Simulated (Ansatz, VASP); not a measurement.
## Sc3BP4: VASP beside Ansatz

```xyz
8
Lattice="3.7697 2.1768 3.0335 -3.7717 2.1767 3.0365 -0.0011 -4.3563 3.0369" Properties=species:S:1:pos:R:3 pbc="T T T"
Sc   -0.0019    2.2058    5.3781
Sc   -1.9132   -1.1051    5.3799
Sc    1.9091   -1.1052    5.3787
B    -0.0001   -0.0006    1.2274
P    -0.0028   -0.0019    6.8257
P    -0.0014   -2.4541    4.0791
P     2.1217    1.2250    4.0771
P    -2.1239    1.2251    4.0776
```

Change from the starting cell: cell x1, atoms moved at random (sigma 0.1 Å) and cell strained at random (1.5 %), then relaxed without symmetry.

Alike in both runs: functional PBE; k mesh 6 × 6 × 6; occupations gaussian, width 0.2 eV; no spin polarisation.

Ansatz relaxed the structure, and its values are those at the end. VASP's run is a single point on that final structure, the one shown.

|  | VASP | Ansatz |
| --- | --- | --- |
| version | VASP 6.6.1 | Ansatz 0.2.0 |
| potentials or method | VASP PAW PBE potentials, release 64 (Sc_sv, B, P), cutoff 520 eV | scalar-relativistic, plane waves, PAW |
| valence electrons in the cell | 56 | 56 |

Ansatz gave:

* gap on the k mesh at the Fermi level (eV): none
* pressure (GPa): 0.0
* rms of the force components (eV/Å): 0.005

**Question.** Estimate VASP's values.

**Answer.** gap on the k mesh at the Fermi level (eV): none; pressure (GPa): 0.1; rms of the force components (eV/Å): 0.002.

A gap of «none» marks a metal or a gap that the smearing closes. With one functional, cell and mesh, what is left measures potentials, basis and numerics.
